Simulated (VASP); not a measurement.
# Ti (P6/mmm) in VASP: elastic constants with PBEsol

Aim: the elastic constants of Ti with PBEsol.

Program: VASP 6.6.1. These are calculated values, not measurements. Logs are shortened: lines on timing, memory, paths and dates and some standing lists are left out, and cuts for length are marked.

### Step 1. The cell of the first run

It takes space group P6/mmm (No. 191, hexagonal). The conventional cell has a = 4.567 Å, b = 4.567 Å, c = 2.826 Å, α = 90.00°, β = 90.00°, γ = 120.00°. Ti (site symmetry -6m2) has 11 Ti at 2.64 to 2.99 Å within 3.5 Å. Within 3.7 Å of Ti (site symmetry 6/mmm) lie 14 Ti at 2.83 to 2.99 Å.

This isn't the form of Ti at room conditions, which is hcp.

### Step 2. Elastic constants, PBEsol

Input file INCAR:

```
PREC     = Accurate       # precision mode
ENCUT    = 550            # plane-wave cutoff, eV
EDIFF    = 1E-8           # SCF threshold, eV
ISMEAR   = -1             # smearing method
SIGMA    = 0.05           # smearing width, eV
LREAL    = False          # projectors in reciprocal space
LASPH    = True           # aspherical terms in the spheres
NELM     = 300            # most SCF steps
ALGO     = All            # electronic algorithm
ISIF     = 3              # what is computed and relaxed
LWAVE    = False          # write WAVECAR
LCHARG   = False          # write CHGCAR
GGA      = PS             # functional
IBRION   = 6              # ionic algorithm
NFREE    = 2            
POTIM    = 0.015          # step
NSW      = 1              # ionic steps
GGA_COMPAT= False        
ISEARCH  = 1            
KPAR     = 4
```

Input file KPOINTS:

```
Automatic mesh
0
Gamma
  5 5 7
```

Input file POSCAR:

```
Ti
1.0
    4.5673748306      0.0000000000      0.0000000000
   -2.2836874153      3.9554626319      0.0000000000
    0.0000000000      0.0000000000      2.8262442700
Ti
3
Direct
    0.6666666667      0.3333333333      0.5000000000
    0.3333333333      0.6666666667      0.5000000000
    0.0000000000      0.0000000000      0.0000000000
```

Potentials or basis: VASP PAW PBE potentials, release 64 (Ti_sv).

On the command line:

```console
$ cat potpaw_PBE.64/Ti_sv/POTCAR > POTCAR
$ mpirun -np 4 vasp_std > vasp.out
```

OUTCAR:

```text
PREC = Accurate
   ENCUT = 550
   EDIFF = 1E-8
   ISMEAR = -1
   LREAL = False
   LASPH = True
   NELM = 300
   ISIF = 3
   GGA = PS
   IBRION = 6
   NFREE = 2
   POTIM = 0.015
   NSW = 1

 ion  position               nearest neighbor table
   1  0.667  0.333  0.500-   2 2.64   2 2.64   2 2.64
   2  0.333  0.667  0.500-   1 2.64   1 2.64   1 2.64
   3  0.000  0.000  0.000-

  LATTYP: Found a hexagonal cell.
 ALAT       =     4.5673748306
 C/A-ratio  =     0.6187896494

  Lattice vectors:

 A1 = (   4.5673748306,   0.0000000000,   0.0000000000)
 A2 = (  -2.2836874153,   3.9554626319,   0.0000000000)
 A3 = (   0.0000000000,   0.0000000000,   2.8262442700)

Analysis of symmetry for initial positions (statically):
=====================================================================
 Subroutine PRICEL returns:
 Original cell was already a primitive cell.

 Routine SETGRP: Setting up the symmetry group for a
 hexagonal supercell.

 Subroutine GETGRP returns: Found 24 space group operations
 (whereof 24 operations were pure point group operations)
 out of a pool of 24 trial point group operations.

The static configuration has the point symmetry D_6h.

Analysis of symmetry for dynamics (positions and initial velocities):
=====================================================================
 Subroutine PRICEL returns:
 Original cell was already a primitive cell.

 Routine SETGRP: Setting up the symmetry group for a
 hexagonal supercell.

 Subroutine GETGRP returns: Found 24 space group operations
 (whereof 24 operations were pure point group operations)
 out of a pool of 24 trial point group operations.

The dynamic configuration has the point symmetry D_6h.

 Subroutine INISYM returns: Found 24 space group operations
 (whereof 24 operations are pure point group operations),
 and found     1 'primitive' translations

----------------------------------------------------------------------------------------

                                     Primitive cell

  volume of cell :      51.0592

  direct lattice vectors                    reciprocal lattice vectors
     4.567374831  0.000000000  0.000000000     0.218944150  0.126407464  0.000000000
    -2.283687415  3.955462632  0.000000000     0.000000000  0.252814928  0.000000000
     0.000000000  0.000000000  2.826244270     0.000000000  0.000000000  0.353826458

  length of vectors
     4.567374831  4.567374831  2.826244270     0.252814928  0.252814928  0.353826458

  position of ions in fractional coordinates (direct lattice)
     0.666666667  0.333333333  0.500000000
     0.333333333  0.666666667  0.500000000
     0.000000000  0.000000000  0.000000000

  ion indices of the primitive-cell ions
   primitive index   ion index
                 1           1
                 2           2
                 3           3

----------------------------------------------------------------------------------------

 KPOINTS: Automatic mesh

Automatic generation of k-mesh.
[... 79 lines left out ...]
   IMIX   =      4    mixing-type and parameters
     AMIX     =   0.40;   BMIX     =  1.00
     AMIX_MAG =   1.60;   BMIX_MAG =  1.00
  volume/ion in A,a.u.               =      17.02       114.85
  Fermi-wavevector in a.u.,A,eV,Ry     =   1.457084  2.753489 28.886426  2.123092
  Thomas-Fermi vector in A             =   2.573926
   LORBIT       =      0    0 simple, 1 ext, 2 COOP (PROOUT), +10 PAW based schemes
   GGA     = PS    functional components
   LHFCALC =     F    Hartree Fock is set to
   AEXX    =    0.0000 exact exchange contribution
   IVDW    =     0    specifies the selected vdW correction
   LEPSILON=     F    determine dielectric tensor
   LRPA    =     F    only Hartree local field effects (RPA)
 finite differences with symmetry
 non-spin polarized calculation
  energy-cutoff  :      550.00
  volume of cell :       51.06
 maximum number of plane-waves:      1529
 NGX is ok and might be reduce to    36
   NGX = 17   NGY = 17   NGZ = 11

--------------------------------------- Ionic step        1  -------------------------------------------

 number of electron      35.9999989 magnetization

 Free energy of the ion-electron system (eV)
  ---------------------------------------------------
  ext. energy  EPLUGINS =         0.00000000
  ---------------------------------------------------
  free energy    TOTEN  =       -25.03748678 eV

  energy without entropy =      -25.00818469  energy(sigma->0) =      -25.02283574

------------------------ aborting loop because EDIFF is reached ----------------------------------------

  FORCE on cell =-STRESS in cart. coord.  units (eV):
  Direction    XX          YY          ZZ          XY          YZ          ZX
  --------------------------------------------------------------------------------------
  -------------------------------------------------------------------------------------
  Total       -1.2952790     -1.2952790     -1.0942137      0.0000000     -0.0000000      0.0000000
  in kB      -40.6443570    -40.6443570    -34.3351625      0.0000000     -0.0000000      0.0000000
  external PRESSURE =     -38.5412922 kB  Pullay stress =       0.0000000 kB
[... 92 lines left out ...]
  FREE ENERGIE OF THE ION-ELECTRON SYSTEM (eV)
  ---------------------------------------------------
  free  energy   TOTEN  =       -25.0506947397 eV

  energy  without entropy=      -25.0224141106  energy(sigma->0) =      -25.03655443

[... ionic steps 4 to 18 ...]

--------------------------------------- Ionic step       19  -------------------------------------------

 number of electron      35.9999990 magnetization

------------------------ aborting loop because EDIFF is reached ----------------------------------------
[... 69 lines left out ...]
--------------------------------------- Ionic step       21  -------------------------------------------

 number of electron      35.9999991 magnetization

 Free energy of the ion-electron system (eV)
  ---------------------------------------------------
  ext. energy  EPLUGINS =         0.00000000
  ---------------------------------------------------
  free energy    TOTEN  =       -25.03685869 eV

  energy without entropy =      -25.00753733  energy(sigma->0) =      -25.02219801

 E-fermi :   8.2800     XC(G=0): -11.7320

 val. band max:        8.2798564460   @ k =   0.0000   0.0000   0.0000
 cond. band min:       8.3108829960   @ k =   0.4000   0.2000   0.1429
 fundamental gap:      0.0310265500
 Fermi energy:         8.2799998952

 k-point     1 :       0.0000    0.0000    0.0000
  band No.  band energies     occupation
      1     -48.3344      2.00000
      2     -48.0710      2.00000
      3     -47.9011      2.00000
      4     -24.7536      2.00000
      5     -24.7536      2.00000
      6     -24.6459      2.00000
[... 519 lines left out ...]
  FREE ENERGIE OF THE ION-ELECTRON SYSTEM (eV)
  ---------------------------------------------------
  free  energy   TOTEN  =       -25.0368586941 eV

  energy  without entropy=      -25.0075371227  energy(sigma->0) =      -25.02219791

 INTERNAL STRAIN TENSORS FROM STRAINED CELLS
 ============================================

 INTERNAL STRAIN TENSOR FOR ION    1 for displacements in x,y,z  (eV/Angst):
          X           Y           Z          XY          YZ          ZX
  --------------------------------------------------------------------------------
  x    -0.00000     0.00000    -0.00000    -0.24347    -0.00000    -0.00000
  y    -0.22331     0.24760    -0.00000    -0.00049    -0.00003    -0.00035
  z    -0.00000    -0.00000     0.00000     0.00000     0.00034    -0.00000

 INTERNAL STRAIN TENSORS FROM DISPLACED ATOMS
 ============================================

 INTERNAL STRAIN TENSOR FOR ION    1 for displacements in x,y,z  (eV/Angst):
          X           Y           Z          XY          YZ          ZX
  --------------------------------------------------------------------------------
  x     0.00000     0.00000     0.00000    -0.26192     0.00000     0.00000
  y    -0.26192     0.26192     0.00000     0.00000     0.00000     0.00000
  z     0.00000     0.00000     0.00000     0.00000     0.00000     0.00000

 INTERNAL STRAIN TENSOR FOR ION    3 for displacements in x,y,z  (eV/Angst):
          X           Y           Z          XY          YZ          ZX
  --------------------------------------------------------------------------------
  x     0.00000     0.00000     0.00000     0.00000     0.00000     0.00000
  y     0.00000     0.00000     0.00000     0.00000     0.00000     0.00000
  z     0.00000     0.00000     0.00000     0.00000     0.00000     0.00000

 Eigenvectors and eigenvalues of the dynamical matrix
 ----------------------------------------------------

   1 f  =    6.544464 THz    41.120080 2PiTHz  218.299820 cm-1    27.065716 meV
             X         Y         Z           dx          dy          dz
      2.283687  1.318488  1.413122    -0.000000    0.000000   -0.408096
     -0.000000  2.636975  1.413122    -0.000000    0.000000   -0.408096
      0.000000  0.000000  0.000000     0.000000   -0.000000    0.816649
[... 43 lines left out ...]
   9 f/i=    0.002457 THz     0.015436 2PiTHz    0.081948 cm-1     0.010160 meV
             X         Y         Z           dx          dy          dz
      2.283687  1.318488  1.413122     0.569433    0.096797   -0.000000
     -0.000000  2.636975  1.413122     0.569433    0.096797   -0.000000
      0.000000  0.000000  0.000000     0.568690    0.096671   -0.000000

--------------------------------------------------------------------------------------------------------

 ELASTIC MODULI CONTR FROM IONIC RELAXATION (kBar)
 Direction    XX          YY          ZZ          XY          YZ          ZX
 --------------------------------------------------------------------------------
 XX          -0.7524      0.7524      0.0000      0.0000      0.0000      0.0000
 YY           0.7524     -0.7524      0.0000     -0.0000      0.0000      0.0000
 ZZ           0.0000      0.0000      0.0000      0.0000      0.0000      0.0000
 XY           0.0000     -0.0000      0.0000     -0.7524      0.0000      0.0000
 YZ           0.0000      0.0000      0.0000      0.0000      0.0000      0.0000
 ZX           0.0000      0.0000      0.0000      0.0000      0.0000      0.0000
 --------------------------------------------------------------------------------

 TOTAL ELASTIC MODULI (kBar)
 Direction    XX          YY          ZZ          XY          YZ          ZX
 --------------------------------------------------------------------------------
 XX        1713.1019    904.9435    522.8981      0.0000      0.0000      0.0000
 YY         904.9435   1713.1019    522.8981     -0.0000     -0.0000     -0.0000
 ZZ         522.8981    522.8981   2381.1490     -0.0000     -0.0000      0.0000
 XY           0.0000     -0.0000     -0.0000    404.0792      0.0000      0.0000
 YZ           0.0000      0.0000     -0.0000      0.0000    519.4583      0.0000
 ZX           0.0000     -0.0000      0.0000      0.0000      0.0000    519.4583
 --------------------------------------------------------------------------------
```

It took 6.8 min on 4 MPI ranks of Intel Xeon 6975P-C (Granite Rapids), shared host; peak memory 0.34 GiB.

What came out:

- Voigt bulk modulus: 108 GPa
- Highest phonon frequency at Γ: 218 cm⁻¹

Phonon frequencies in cm⁻¹ (negative: imaginary):
| q point | frequencies |
| --- | --- |
| (0.000, 0.000, 0.000) | 0 0 0 133 133 133 180 180 218 |

Elastic tensor in Voigt notation (GPa, in the Cartesian axes of the cell as first typed):
```
171  90  52   0   0   0
 90 171  52   0   0   0
 52  52 238   0   0   0
  0   0   0  52   0   0
  0   0   0   0  52   0
  0   0   0   0   0  40
```

Clamped-ion elastic tensor (GPa):
```
171  90  52   0   0   0
 90 171  52   0   0   0
 52  52 238   0   0   0
  0   0   0  52   0   0
  0   0   0   0  52   0
  0   0   0   0   0  40
```

Caveat: the cell is under stress, which shifts elastic constants; the PAW data sets were made with another functional, which shifts forces and pressure a little.
